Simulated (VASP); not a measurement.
# K in VASP: notebook

K is run at these levels: PBEsol; tasks: single point.

Everything below comes from runs of VASP 6.6.1. Logs are shortened: lines on timing, memory, paths and dates and some standing lists are left out, and cuts for length are marked.

## 1. The cell of the first run

Symmetry: Im-3m, No. 229, cubic system. The conventional cell has a = 5.466 Å, b = 5.466 Å, c = 5.466 Å, α = 90.00°, β = 90.00°, γ = 90.00°.

## 2. Single point, PBEsol

Input file INCAR:

```
ALGO = Normal
EDIFF = 1E-7
ENCUT = 520
GGA = PS
ISIF = 2
ISMEAR = -1
LASPH = T
LCHARG = F
LREAL = F
LWAVE = F
NBANDS = 10
NELM = 60
PREC = Accurate
SIGMA = 0.05
```

Input file KPOINTS:

```
k-points
0
Gamma
  7 7 7
```

Input file POSCAR:

```
K
1.0
   -2.7330567785      2.7330567785      2.7330567785
    2.7330567785     -2.7330567785      2.7330567785
    2.7330567785      2.7330567785     -2.7330567785
K
1
Direct
    0.0000000000      0.0000000000      0.0000000000
```

Potentials or basis: VASP PAW PBE potentials, release 64 (K_sv).

The run is started by

```console
$ cat potpaw_PBE.64/K_sv/POTCAR > POTCAR
$ mpirun -np 1 vasp_std > vasp.out
```

OUTCAR:

```text
EDIFF = 1E-7
   ENCUT = 520
   GGA = PS
   ISIF = 2
   ISMEAR = -1
   LASPH = T
   LREAL = F
   NELM = 60
   PREC = Accurate

 ion  position               nearest neighbor table
   1  0.000  0.000  0.000-

  LATTYP: Found a body centered cubic cell.
 ALAT       =     5.4661135570

  Lattice vectors:

 A1 = (  -2.7330567785,   2.7330567785,   2.7330567785)
 A2 = (   2.7330567785,  -2.7330567785,   2.7330567785)
 A3 = (   2.7330567785,   2.7330567785,  -2.7330567785)

Analysis of symmetry for initial positions (statically):
=====================================================================
 Subroutine PRICEL returns:
 Original cell was already a primitive cell.

 Routine SETGRP: Setting up the symmetry group for a
 body centered cubic supercell.

 Subroutine GETGRP returns: Found 48 space group operations
 (whereof 48 operations were pure point group operations)
 out of a pool of 48 trial point group operations.

The static configuration has the point symmetry O_h .

Analysis of symmetry for dynamics (positions and initial velocities):
=====================================================================
 Subroutine PRICEL returns:
 Original cell was already a primitive cell.

 Routine SETGRP: Setting up the symmetry group for a
 body centered cubic supercell.

 Subroutine GETGRP returns: Found 48 space group operations
 (whereof 48 operations were pure point group operations)
 out of a pool of 48 trial point group operations.

The dynamic configuration has the point symmetry O_h .

 Subroutine INISYM returns: Found 48 space group operations
 (whereof 48 operations are pure point group operations),
 and found     1 'primitive' translations

----------------------------------------------------------------------------------------

                                     Primitive cell

  volume of cell :      81.6594

  direct lattice vectors                    reciprocal lattice vectors
    -2.733056778  2.733056778  2.733056778     0.000000000  0.182945339  0.182945339
     2.733056778 -2.733056778  2.733056778     0.182945339  0.000000000  0.182945339
     2.733056778  2.733056778 -2.733056778     0.182945339  0.182945339  0.000000000

  length of vectors
     4.733793200  4.733793200  4.733793200     0.258723780  0.258723780  0.258723780

  position of ions in fractional coordinates (direct lattice)
     0.000000000  0.000000000  0.000000000

  ion indices of the primitive-cell ions
   primitive index   ion index
                 1           1

----------------------------------------------------------------------------------------

 KPOINTS: k-points

Automatic generation of k-mesh.
 Grid dimensions read from file:
 generate k-points for:    7    7    7

 Generating k-lattice:

  Cartesian coordinates                     Fractional coordinates (reciprocal lattice)
     0.000000000  0.026135048  0.026135048     0.142857143  0.000000000  0.000000000
     0.026135048  0.000000000  0.026135048     0.000000000  0.142857143  0.000000000
     0.026135048  0.026135048  0.000000000     0.000000000  0.000000000  0.142857143

  Length of vectors
     0.036960540  0.036960540  0.036960540

  Shift w.r.t. Gamma in fractional coordinates (k-lattice)
     0.000000000  0.000000000  0.000000000

 Subroutine IBZKPT returns following result:
 ===========================================

 Found     20 irreducible k-points:

 Following reciprocal coordinates:
            Coordinates               Weight
  0.000000  0.000000  0.000000      1.000000
  0.142857  0.000000  0.000000     12.000000
  0.285714  0.000000  0.000000     12.000000
  0.428571  0.000000  0.000000     12.000000
  0.142857  0.142857  0.000000     24.000000
  0.285714  0.142857  0.000000     48.000000
[... 12 lines left out ...]
 -0.428571 -0.428571  0.285714      8.000000
 -0.428571  0.428571  0.428571      6.000000
   k-points           NKPTS =     20   k-points in BZ     NKDIM =     20   number of bands    NBANDS=     10
   number of dos      NEDOS =    301   number of ions     NIONS =      1
   total plane-waves  NPLWV =  46656
   dimension x,y,z NGX =    36 NGY =   36 NGZ =   36
   dimension x,y,z NGXF=    72 NGYF=   72 NGZF=   72
   ions per type =               1
   NGX,Y,Z   is equivalent  to a cutoff of  12.64, 12.64, 12.64 a.u.
   NGXF,Y,Z  is equivalent  to a cutoff of  25.29, 25.29, 25.29 a.u.
 SYSTEM =  unknown system
   PREC   = accura    normal or accurate (medium, high low for compatibility)
   ISTART =      0    job   : 0-new  1-cont  2-samecut
   ICHARG =      2    charge: 1-file 2-atom 10-const
   ISPIN  =      1    spin polarized calculation?
   LNONCOLLINEAR =      F non collinear calculations
   LSORBIT =      F    spin-orbit coupling
   LASPH  =      T    aspherical Exc in radial PAW
   ENCUT  =  520.0 eV  38.22 Ry    6.18 a.u.   8.80  8.80  8.80*2*pi/ulx,y,z
   NELM   =     60;   NELMIN=  2; NELMDL= -5     # of ELM steps
   EDIFF  = 0.1E-06   stopping-criterion for ELM
   LREAL  =      F    real-space projection
   EDIFFG = 0.1E-05   stopping-criterion for IOM
   NSW    =      0    number of steps for IOM
   IBRION =     -1    ionic relax: 0-MD 1-quasi-New 2-CG
   NFREE  =      0    steps in history (QN), initial steepest desc. (CG)
   ISIF   =      2    stress and relaxation
   ISYM   =      2    0-nonsym 1-usesym 2-fastsym
   POTIM  = 0.5000    time-step for ionic-motion
   TEBEG  =    0.0;   TEEND  =   0.0 temperature during run
   PSTRESS=    0.0 pullay stress
   NELECT =       9.0000    total number of electrons
   NUPDOWN=      -1.0000    fix difference up-down
   EMIN   =  10.00;   EMAX   =-10.00  energy-range for DOS
   EFERMI =   0.00;   METHOD = LEGACY
   ISMEAR =    -1;   SIGMA  =   0.05  broadening in eV -4-tet -1-fermi 0-gaus
   EFERMI_NEDOS =   21; number of points for ismear=-14 and -15
   IALGO  =     38    algorithm
   IMIX   =      4    mixing-type and parameters
     AMIX     =   0.40;   BMIX     =  1.00
     AMIX_MAG =   1.60;   BMIX_MAG =  1.00
  volume/ion in A,a.u.               =      81.66       551.06
  Fermi-wavevector in a.u.,A,eV,Ry     =   0.784911  1.483266  8.382347  0.616085
  Thomas-Fermi vector in A             =   1.889140
   LORBIT       =      0    0 simple, 1 ext, 2 COOP (PROOUT), +10 PAW based schemes
   GGA     = PS    functional components
   LHFCALC =     F    Hartree Fock is set to
   AEXX    =    0.0000 exact exchange contribution
   IVDW    =     0    specifies the selected vdW correction
   LEPSILON=     F    determine dielectric tensor
   LRPA    =     F    only Hartree local field effects (RPA)
 non-spin polarized calculation
  energy-cutoff  :      520.00
  volume of cell :       81.66
 maximum number of plane-waves:      2214
   NGX = 17   NGY = 17   NGZ = 17

 number of electron       8.9999999 magnetization

 Free energy of the ion-electron system (eV)
  ---------------------------------------------------
  ext. energy  EPLUGINS =         0.00000000
  ---------------------------------------------------
  free energy    TOTEN  =        -1.12329178 eV

  energy without entropy =       -1.11599661  energy(sigma->0) =       -1.11964419

 E-fermi :  -0.3819     XC(G=0):  -5.4432

 val. band max:       -0.4474477499   @ k =  -0.2857   0.4286   0.1429
 cond. band min:      -0.2560686045   @ k =  -0.4286   0.4286   0.1429
 fundamental gap:      0.1913791455
 Fermi energy:        -0.3819056406

 k-point     1 :       0.0000    0.0000    0.0000
  band No.  band energies     occupation
      1     -32.4445      2.00000
      2     -15.9597      2.00000
      3     -15.9597      2.00000
      4     -15.9597      2.00000
      5      -2.3882      2.00000
      6       3.8134      0.00000
      7       3.8134      0.00000
      8       3.8134      0.00000
      9       4.6699      0.00000
     10       4.6699      0.00000

 k-point     2 :       0.1429    0.0000    0.0000
  band No.  band energies     occupation
      1     -32.4440      2.00000
      2     -15.9686      2.00000
      3     -15.9627      2.00000
      4     -15.9596      2.00000
      5      -2.1563      2.00000
      6       3.3643      0.00000
      7       3.5325      0.00000
      8       3.9876      0.00000
      9       4.4370      0.00000
     10       4.6146      0.00000

 k-point     3 :       0.2857    0.0000    0.0000
  band No.  band energies     occupation
      1     -32.4429      2.00000
      2     -15.9884      2.00000
      3     -15.9696      2.00000
      4     -15.9596      2.00000
      5      -1.4859      2.00000
      6       2.1532      0.00000
      7       3.0684      0.00000
      8       4.4938      0.00000
      9       4.4977      0.00000
     10       4.6326      0.00000

 k-point     4 :       0.4286    0.0000    0.0000
  band No.  band energies     occupation
      1     -32.4421      2.00000
      2     -16.0041      2.00000
      3     -15.9750      2.00000
      4     -15.9595      2.00000
      5      -0.4566      1.63318
      6       0.8250      0.00000
      7       2.7832      0.00000
      8       4.3278      0.00000
      9       4.9235      0.00000
     10       5.2692      0.00000
[... 170 lines left out ...]
 k-point    18 :      -0.4286    0.4286    0.2857
  band No.  band energies     occupation
      1     -32.4409      2.00000
      2     -15.9971      2.00000
      3     -15.9861      2.00000
      4     -15.9809      2.00000
      5       0.2876      0.00000
      6       1.3588      0.00000
      7       2.6480      0.00000
      8       2.8190      0.00000
      9       3.8159      0.00000
     10       5.3953      0.00000

 k-point    19 :      -0.4286   -0.4286    0.2857
  band No.  band energies     occupation
      1     -32.4405      2.00000
      2     -15.9945      2.00000
      3     -15.9945      2.00000
      4     -15.9826      2.00000
      5       1.0649      0.00000
      6       1.0649      0.00000
      7       1.9405      0.00000
      8       3.4263      0.00000
      9       3.4263      0.00000
     10       5.1209      0.00000

 k-point    20 :      -0.4286    0.4286    0.4286
  band No.  band energies     occupation
      1     -32.4402      2.00000
      2     -15.9936      2.00000
      3     -15.9922      2.00000
      4     -15.9922      2.00000
      5       0.9890      0.00000
      6       1.4359      0.00000
      7       2.8251      0.00000
      8       2.8251      0.00000
      9       2.8609      0.00000
     10       5.0610      0.00000

------------------------ aborting loop because EDIFF is reached ----------------------------------------

  FORCE on cell =-STRESS in cart. coord.  units (eV):
  Direction    XX          YY          ZZ          XY          YZ          ZX
  --------------------------------------------------------------------------------------
  -------------------------------------------------------------------------------------
  Total       -0.2107477     -0.2107477     -0.2107477      0.0000000      0.0000000     -0.0000000
  in kB       -4.1349234     -4.1349234     -4.1349234      0.0000000      0.0000000     -0.0000000
  external PRESSURE =      -4.1349234 kB  Pullay stress =       0.0000000 kB

 VOLUME and BASIS-vectors are now :
 -----------------------------------------------------------------------------
  energy-cutoff  :      520.00
  volume of cell :       81.66
      direct lattice vectors                 reciprocal lattice vectors
    -2.733056778  2.733056778  2.733056778     0.000000000  0.182945339  0.182945339
     2.733056778 -2.733056778  2.733056778     0.182945339  0.000000000  0.182945339
     2.733056778  2.733056778 -2.733056778     0.182945339  0.182945339  0.000000000

 POSITION                                       TOTAL-FORCE (eV/Angst)
 -----------------------------------------------------------------------------------
      0.00000      0.00000      0.00000         0.000000     -0.000000     -0.000000
 -----------------------------------------------------------------------------------
    total drift:                               -0.000000      0.000000      0.000000

  FREE ENERGIE OF THE ION-ELECTRON SYSTEM (eV)
  ---------------------------------------------------
  free  energy   TOTEN  =        -1.1232917763 eV

  energy  without entropy=       -1.1159966128  energy(sigma->0) =       -1.11964419
```

Run time: 6.2 s. Hardware: 1 thread of Intel Xeon 6975P-C (Granite Rapids), shared host; peak memory 0.19 GiB.

Results:

```yaml
Free_energy: -1.1233 eV
Pressure: -0.4 GPa
```

Caveat: the PAW data sets were made with another functional, which shifts forces and pressure a little.

## 3. Single point, PBEsol

This run uses another cell than the first one, of 83.23 Å³/atom, 1.019 times its volume.

Input file INCAR:

```
SYSTEM = K
PREC     = Accurate       ! precision mode
ENCUT    = 520            ! plane-wave cutoff, eV
EDIFF    = 1E-6           ! SCF threshold, eV
ISMEAR   = -1             ! smearing method
SIGMA    = 0.05           ! smearing width, eV
LREAL    = .False.        ! projectors in reciprocal space
LASPH    = .True.         ! aspherical terms in the spheres
NELM     = 100            ! most SCF steps
ALGO     = Normal         ! electronic algorithm
ISIF     = 2              ! what is computed and relaxed
LWAVE    = .False.        ! write WAVECAR
LCHARG   = .True.         ! write CHGCAR
GGA      = PS             ! functional
LELF     = .True.         ! ELF
LVHAR    = .True.       
NBANDS   = 10             ! bands
```

Input file KPOINTS:

```
Automatic mesh
0
Gamma
  7 7 7
  0 0 0
```

Input file POSCAR:

```
K
1.0
   -2.7504652529      2.7504652529      2.7504652529
    2.7504652529     -2.7504652529      2.7504652529
    2.7504652529      2.7504652529     -2.7504652529
K
1
Direct
    0.0000000000      0.0000000000      0.0000000000
```

Potentials or basis: VASP PAW PBE potentials, release 64 (K_sv).

The run is started by

```console
$ cat potpaw_PBE.64/K_sv/POTCAR > POTCAR
$ mpirun -np 1 vasp_std > vasp.out
```

Wall time 6.3 s (1 thread of Intel Xeon 6975P-C (Granite Rapids), shared host); peak memory 0.19 GiB.

The run converged. Its results:

| Quantity | Value |
| --- | --- |
| Free energy | -1.1192 eV |
| Pressure | -0.5 GPa |

Levels at points of the mesh, in eV from the Fermi level:
| k point | band 3 | band 4 | band 5 | band 6 | band 7 | band 8 |
| --- | --- | --- | --- | --- | --- | --- |
| (0.00, 0.00, 0.00) | -15.59 | -15.59 | -1.98 | 4.17 | 4.17 | 4.17 |

Caveat: the PAW data sets were made with another functional, which shifts forces and pressure a little.

## 4. Single point, PBEsol

Input file INCAR:

```
SYSTEM = K
  PREC = Accurate
  ENCUT = 520
  EDIFF = 1E-7
  ISMEAR = -1
  SIGMA = 0.05
  LREAL = .False.
  LASPH = .True.
  NELM = 60
  ALGO = Fast
  ISIF = 2
  LWAVE = .False.
  LCHARG = .False.
  GGA = PS
  NBANDS = 10
```

Input file KPOINTS:

```
regular mesh
0
Gamma
  7 7 7
  0 0 0
```

Input file POSCAR:

```
K
1.0
   -2.7330567785      2.7330567785      2.7330567785
    2.7330567785     -2.7330567785      2.7330567785
    2.7330567785      2.7330567785     -2.7330567785
K
1
Direct
    0.0000000000      0.0000000000      0.0000000000
```

The run is started by

```console
$ cat potpaw_PBE.64/K_sv/POTCAR > POTCAR
$ mpirun -np 1 vasp_std > vasp.out
```

It took 8.7 s on 1 thread of Intel Xeon 6975P-C (Granite Rapids), shared host; peak memory 0.19 GiB.

It converged, with:

- Free energy: -1.1233 eV
- Pressure: -0.4 GPa

Levels at points of the mesh, in eV from the Fermi level:
```tsv
k point	band 1	band 2	band 3	band 4	band 5	band 6	band 7	band 8	band 9	band 10
(0.00, 0.00, 0.00)	-32.06	-15.58	-15.58	-15.58	-2.01	4.20	4.20	4.20	5.05	5.05
```

Caveat: the PAW data sets were made with another functional, which shifts forces and pressure a little.

## 5. Single point, PBEsol (volume scaled by 1.02)

Input file INCAR:

```
PREC = Accurate ; ENCUT = 520
EDIFF = 1E-7 ; ISMEAR = -1
SIGMA = 0.05 ; LREAL = F
LASPH = T ; NELM = 80
ALGO = Fast ; ISIF = 2
LWAVE = F ; LCHARG = T
GGA = PS ; LELF = T
LVHAR = T ; NBANDS = 10
```

Input file KPOINTS:

```
Automatic mesh
0
Gamma
  7 7 7
```

Input file POSCAR:

```
K
1.0
   -2.7154236633      2.7154236633      2.7154236633
    2.7154236633     -2.7154236633      2.7154236633
    2.7154236633      2.7154236633     -2.7154236633
K
1
Direct
    0.0000000000      0.0000000000      0.0000000000
```

The run is started by

```console
$ cat potpaw_PBE.64/K_sv/POTCAR > POTCAR
$ mpirun -np 1 vasp_std > vasp.out
```

It took 35 s on 1 thread of Intel Xeon 6975P-C, shared host; peak memory 0.19 GiB.

It converged, with:

```yaml
Free_energy: -1.1270 eV
Pressure: -0.4 GPa
```

Levels at points of the mesh, in eV from the Fermi level:
```tsv
k point	band 3	band 4	band 5	band 6	band 7	band 8
(0.00, 0.00, 0.00)	-15.56	-15.56	-2.03	4.22	4.22	4.22
```

Caveat: the cell differs from its parent crystal (volume scaled by 1.02); the PAW data sets were made with another functional, which shifts forces and pressure a little.

## 6. Single point, PBEsol (the cell strained at random)

Input file INCAR:

```
ALGO = Fast
EDIFF = 1E-6
ENCUT = 520
GGA = PS
ISIF = 2
ISMEAR = -1
LASPH = T
LCHARG = F
LREAL = F
LWAVE = F
NBANDS = 10
NELM = 100
PREC = Accurate
SIGMA = 0.05
```

Input file KPOINTS:

```
k-points
0
Gamma
  7 7 7
```

Input file POSCAR:

```
K
1.0
   -2.6290990000      2.6676120000      2.6000730000
    2.7186870000     -2.7444840000      2.7665340000
    2.6600780000      2.7754630000     -2.6769460000
K
1
Direct
   -0.0036850000     -0.0083200000      0.0072110000
```

Potentials or basis: VASP PAW PBE potentials, release 64 (K_sv).

The run is started by

```console
$ cat potpaw_PBE.64/K_sv/POTCAR > POTCAR
$ mpirun -np 1 vasp_std > vasp.out
```

Wall time 3.2 min (1 thread of Intel Xeon 6975P-C, shared host); peak memory 0.29 GiB.

The run converged. Its results:

| Item | Value |
| --- | --- |
| Free energy | -1.1290 eV |
| Pressure | -0.3 GPa |

Stress tensor (GPa, compression positive):
```
-0.32 -0.04 -0.09
-0.04 -0.31  0.08
-0.09  0.08 -0.33
```

Levels at points of the mesh, in eV from the Fermi level:
```csv
k point,band 1,band 2,band 3,band 4,band 5,band 6,band 7,band 8,band 9,band 10
"(0.00, 0.00, 0.00)",-32.04,-15.55,-15.55,-15.55,-2.06,4.12,4.24,4.30,5.09,5.18
```

Caveat: the cell differs from its parent crystal (the cell strained at random); the PAW data sets were made with another functional, which shifts forces and pressure a little.

## 7. Overview

```tsv
cell	gap on the mesh (eV)	pressure (GPa)
a = 4.734 Å, angles 109.5°, 1 atom	none	-0.4
a = 4.764 Å, angles 109.5°, 1 atom	none	-0.5
a = 4.703 Å, angles 109.5°, 1 atom	none	-0.4
a = 4.559, b = 4.752, c = 4.685 Å, angles 110.5, 107.9, 109.6°, 1 atom	none	-0.3
```

Alike in all rows: task single point; level PBEsol; potentials or basis VASP PAW PBE potentials, release 64 (K_sv); no spin polarisation; k mesh 7 × 7 × 7; cutoff (eV) 520; smearing fermi-dirac 0.05 eV.

Caveats: the PAW data sets were made with another functional, which shifts forces and pressure a little.

Absolute energies hang on the potentials; compare differences alone.
